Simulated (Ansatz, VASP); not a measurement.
# One calculation of Ta3N, two programs

The input INCAR:

```
SYSTEM = Ta3N
  PREC = Accurate
  ENCUT = 520
  EDIFF = 1E-7
  ISMEAR = 0
  SIGMA = 0.15
  LREAL = .FALSE.
  LASPH = .TRUE.
  NELM = 60
  ALGO = Normal
  ISIF = 2
  LWAVE = .FALSE.
  LCHARG = .FALSE.
  GGA = PE
  NBANDS = 27
```

The input KPOINTS:

```
Automatic mesh
0
G
  18 18 6
  0 0 0
```

File POSCAR:

```
Ta3N
1.0
    3.0217748255      0.0000000000      0.0000000000
   -1.5108874128      2.6169337634      0.0686945113
    0.0000000000      0.1983866899      7.5575881873
Ta N
3 1
Direct
    0.0000000000      0.0000000000      0.5000000000
    0.3333333333      0.6666666667      0.1735950547
    0.6666666667      0.3333333333      0.8264049453
    0.0000000000      0.0000000000      0.0000000000
```

Input for Ansatz:

```yaml
crystal:
  lattice:
    - [3.0217748255, 0.0, 0.0]
    - [-1.5108874128, 2.6169337634, 0.0686945113]
    - [0.0, 0.1983866899, 7.5575881873]
  atoms:
    - { symbol: Ta, position: [0.0, 0.0, 0.5] }
    - { symbol: Ta, position: [0.3333333333, 0.6666666667, 0.1735950547] }
    - { symbol: Ta, position: [0.6666666667, 0.3333333333, 0.8264049453] }
    - { symbol: "N", position: [0.0, 0.0, 0.0] }
basis:
  ecutwfc: 420
kpoints:
  mp_grid: { grid: [18, 18, 6] }
hamiltonian:
  xc: pbe
scf:
  occupations: { method: gaussian, width: 0.15 }
output:
  forces: true
  stress: true
  eigenvalues: true
```

Change from the starting cell: strain +0.0525 x Voigt [0, 0, 0, 1, 0, 0], atoms carried along.

Alike in both runs: task single point; functional PBE; k mesh 18 × 18 × 6; occupations gaussian, width 0.15 eV; no spin polarisation.

|  | VASP | Ansatz |
| --- | --- | --- |
| version | VASP 6.6.1 | Ansatz 0.2.0 |
| potentials or method | VASP PAW PBE potentials, release 64 (Ta_pv, N), cutoff 520 eV | scalar-relativistic, plane waves, PAW |
| valence electrons in the cell | 38 | 44 |

```tsv
	VASP	Ansatz	Ansatz less VASP
gap on the k mesh at the Fermi level (eV)	none	none	-
pressure (GPa)	0.8	0.5	-0.30
traceless stress, the component that is largest in VASP (GPa)	-0.87	-0.90	-0.026
rms of the force components (eV/Å)	0.133	0.125	-0.0083
```

Atom by atom the forces differ by 0.020 eV/Å (rms over components). A gap of «none» marks a metal or a gap that the smearing closes. VASP's potentials hold 38 valence electrons a cell and Ansatz's 44, so a difference there can come from the potentials and not from the codes.

Spin-orbit coupling is off throughout.
